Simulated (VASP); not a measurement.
Wanted: the native input for a VASP 6.6.1 run.

```yaml
Task: single point
Functional: PBEsol
Potentials_or_basis: VASP PAW PBE potentials, release 64 (O, Li_sv)
Cutoff: 750 eV
k_mesh: 9 × 9 × 9
Occupations: fermi-dirac, width 0.05 eV
Spin: no spin polarisation
Dipole_correction: no
Further_INCAR_settings: ALGO = Normal; EDIFF = 1e-06; NBANDS = 13
```

The structure of Li2O lies in POSCAR:

```
Li2O
1.0
    0.0000000000      2.2899440000      2.2899440000
    2.2899440000      0.0000000000      2.2899440000
    2.2899440000      2.2899440000      0.0000000000
O Li
1 2
Direct
    0.0000000000      0.0000000000      0.0000000000
    0.2500000000      0.2500000000      0.2500000000
    0.7500000000      0.7500000000      0.7500000000
```

The input as run:

INCAR

```
PREC = Accurate
ENCUT = 750
EDIFF = 1E-6
ISMEAR = -1
SIGMA = 0.05
LREAL = F
LASPH = T
NELM = 120
ALGO = Normal
ISIF = 2
LWAVE = F
LCHARG = F
GGA = PS
NBANDS = 13
GGA_COMPAT = F
```

KPOINTS

```
Automatic mesh
0
Gamma
  9 9 9
```

Potentials or basis: VASP PAW PBE potentials, release 64 (O, Li_sv).

Launch:

```bash
$ cat potpaw_PBE.64/O/POTCAR potpaw_PBE.64/Li_sv/POTCAR > POTCAR
$ mpirun -np 1 vasp_std > vasp.out
```

Results of the run:

```
Pressure               : 0.1 GPa
Band gap on the k mesh : 4.98 eV (least direct gap 5.35 eV)
```

Caveat: the PAW data sets were made with another functional, which shifts forces and pressure a little; an odd mesh through Γ misses points on the zone boundary, where band edges can lie.

Wall time 19 s on 1 thread of AMD EPYC 7R43 64-Core Processor (Zen 3), on a shared host, peak memory 0.13 GiB.
